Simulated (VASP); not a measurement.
Crystal: BiH2.

```
Bi H
1.0
     3.70756    0.00000    0.00000
    -1.85378    3.21084    0.00000
     0.00000    0.00000    3.53849
Bi H
1 2
Cartesian
  0.0000 0.0000 0.0000
  0.0000 2.1406 2.8154
  1.8538 1.0703 0.7231
```

* Program: VASP 6.6.1
* Task: relaxation of cell and atoms
* Functional: PBE
* Dispersion: D3(BJ)
* Potentials or basis: VASP PAW PBE potentials, release 64 (Bi_d, H)
* Cutoff: 600 eV
* k mesh: 6 × 6 × 6
* Occupations: gaussian, width 0.1 eV
* Spin: no spin polarisation

At the start: pressure -0.2 GPa; volume 14.04 Å³/atom.

Q: Where does the relaxation end?

A: Over 14 steps the energy falls by 34.5 meV/atom and the volume is 13.61 Å³/atom (-3.1 %); space group P-3m1 (No. 164, to 0.1 Å) before and after.

Step by step:
| step | energy change (eV) | largest force (eV/Å) | pressure (GPa) | volume (Å³) |
| --- | --- | --- | --- | --- |
| 1 | 0.0000 | 0.1260 | -0.21 | 42.12 |
| 2 | -0.0368 | 0.1226 | -0.81 | 42.00 |
| 3 | -0.0585 | 0.1185 | -1.19 | 41.85 |
| 4 | -0.0889 | 0.1453 | -1.53 | 41.47 |
| 5 | 0.1221 | 0.1323 | 0.78 | 40.37 |
| 6 | -0.0890 | 0.1494 | -1.58 | 41.43 |
| 7 | -0.0892 | 0.1494 | -1.57 | 41.40 |
| 8 | -0.0961 | 0.0938 | 0.50 | 40.04 |
| 9 | -0.0964 | 0.1030 | 0.15 | 40.26 |
| 10 | -0.0988 | 0.0842 | 0.28 | 40.29 |
| 11 | -0.0997 | 0.0626 | 0.44 | 40.32 |
| 12 | -0.1013 | 0.0550 | 0.06 | 40.59 |
| 13 | -0.1023 | 0.0447 | -0.42 | 40.96 |
| 14 | -0.1035 | 0.0290 | -0.18 | 40.82 |

Final structure:
```cif
data_structure
_symmetry_space_group_name_H-M 'P 1'
_symmetry_Int_Tables_number 1
_cell_length_a 3.8362
_cell_length_b 3.8362
_cell_length_c 3.2026
_cell_angle_alpha 90.000
_cell_angle_beta 90.000
_cell_angle_gamma 120.000
_cell_volume 40.82
loop_
_atom_site_label
_atom_site_type_symbol
_atom_site_fract_x
_atom_site_fract_y
_atom_site_fract_z
_atom_site_occupancy
Bi1 Bi 0.00000 0.00000 0.00000 1
H1 H 0.33333 0.66667 0.82168 1
H2 H 0.66667 0.33333 0.17832 1
```
